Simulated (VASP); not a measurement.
**MgSnSb2: relaxation of cell and atoms with PBEsol**

The system is MgSnSb2.

```xyz
4
Lattice="4.6604 0.0000 0.0000 0.0000 4.6604 0.0000 0.0000 0.0000 6.5850" Properties=species:S:1:pos:R:3 pbc="T T T"
Mg    0.0000    0.0000    0.0000
Sb    0.0000    2.3302    1.5869
Sb    2.3302    0.0000    4.9981
Sn    2.3302    2.3302    3.2925
```

```yaml
Program: VASP 6.6.1
Task: relaxation of cell and atoms
Functional: PBEsol
Potentials_or_basis: VASP PAW PBE potentials, release 64 (Mg, Sb, Sn_d)
Cutoff: 600 eV
k_mesh: 6 × 6 × 4
Occupations: fermi-dirac, width 0.02 eV
Spin: no spin polarisation
Dipole_correction: no
Further_INCAR_settings: ALGO = Normal; EDIFF = 1e-07; IBRION = 2; EDIFFG = -0.005; NSW = 80; ISIF = 3
```

```json
{
 "Relaxed volume": "34.36 Å³/atom",
 "Relaxed cell": "a = 4.590 Å, b = 4.590 Å, c = 6.526 Å, α = 90.00°, β = 90.00°, γ = 90.00°",
 "Space group after relaxing (to 0.1 Å)": "P-4m2 (No. 115)",
 "Energy gained by relaxing": "6.8 meV/atom",
 "Ionic steps": "10",
 "Pressure after relaxing": "0.0 GPa",
 "Band gap on the k mesh": "zero (bands 13 and 14 overlap by 0.21 eV)"
}
```

The path:
| step | energy change (eV) | largest force (eV/Å) | pressure (GPa) | volume (Å³) |
| --- | --- | --- | --- | --- |
| 1 | 0.0000 | 0.1001 | -1.47 | 143.02 |
| 2 | -0.0259 | 0.0042 | 0.34 | 136.33 |
| 3 | -0.0271 | 0.0148 | 0.01 | 137.43 |
| 4 | -0.0271 | 0.0167 | -0.03 | 137.54 |
| 5 | -0.0272 | 0.0145 | -0.02 | 137.54 |
| 6 | -0.0273 | 0.0075 | -0.03 | 137.55 |
| 7 | -0.0272 | 0.0065 | -0.03 | 137.57 |
| 8 | -0.0273 | 0.0033 | -0.02 | 137.56 |
| 9 | -0.0273 | 0.0014 | 0.04 | 137.38 |
| 10 | -0.0273 | 0.0006 | 0.00 | 137.46 |

Final structure:
```cif
data_structure
_symmetry_space_group_name_H-M 'P 1'
_symmetry_Int_Tables_number 1
_cell_length_a 4.5896
_cell_length_b 4.5896
_cell_length_c 6.5257
_cell_angle_alpha 90.000
_cell_angle_beta 90.000
_cell_angle_gamma 90.000
_cell_volume 137.46
loop_
_atom_site_label
_atom_site_type_symbol
_atom_site_fract_x
_atom_site_fract_y
_atom_site_fract_z
_atom_site_occupancy
Mg1 Mg 0.00000 0.00000 0.00000 1
Sb1 Sb 0.00000 0.50000 0.24222 1
Sb2 Sb 0.50000 0.00000 0.75778 1
Sn1 Sn 0.50000 0.50000 0.50000 1
```

Levels at points of the mesh, in eV from the Fermi level:
```tsv
k point	band 11	band 12	band 13	band 14	band 15	band 16
(0.00, 0.00, 0.00)	-0.32	-0.29	0.04	0.04	1.10	2.48
(0.50, 0.00, 0.00)	-2.64	-1.59	-0.36	1.13	3.38	3.52
(0.50, 0.50, 0.00)	-2.16	-2.16	-1.26	0.38	1.27	1.27
(0.00, 0.00, 0.50)	-1.91	-0.75	-0.75	1.07	1.08	3.17
(0.50, 0.00, 0.50)	-1.36	-0.69	-0.33	-0.18	2.25	2.91
(0.50, 0.50, 0.50)	-2.57	-2.57	-2.03	2.56	3.53	3.53
```

Wall time 12 min on 1 thread of AMD EPYC 9755 128-Core Processor (shared host), peak memory 0.33 GiB.

Caveat: semilocal functionals underestimate gaps, and a narrow one can read as zero; the PAW data sets were made with another functional, which shifts forces and pressure a little; spin-orbit coupling is left out, which moves the levels of the heavy elements.
